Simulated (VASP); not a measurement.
Input of a VASP 6.6.1 run:

File INCAR:

```
  ALGO = Normal
  EDIFF = 1E-7
  ENCUT = 520
  GGA = PE
  ISIF = 2
  ISMEAR = -1
  LASPH = T
  LCHARG = F
  LREAL = F
  LWAVE = F
  NBANDS = 12
  NELM = 100
  PREC = Accurate
  SIGMA = 0.08
```

Contents of KPOINTS:

```
k-points
0
Gamma
  12 12 12
```

Contents of POSCAR:

```
Tl
1.0
    2.5807992469      0.0000000000      0.0000000000
    0.0000000000      2.5807992469      0.0000000000
    0.0000000000      0.0000000000      2.5807992469
Tl
1
Direct
    0.0000000000      0.0000000000      0.0000000000
```

Potentials or basis: VASP PAW PBE potentials, release 64 (Tl_d).

Command:

```sh
$ cat potpaw_PBE.64/Tl_d/POTCAR > POTCAR
$ mpirun -np 1 vasp_std > vasp.out
```

Problem. Estimate the pressure.

Solution. 101.8 GPa.
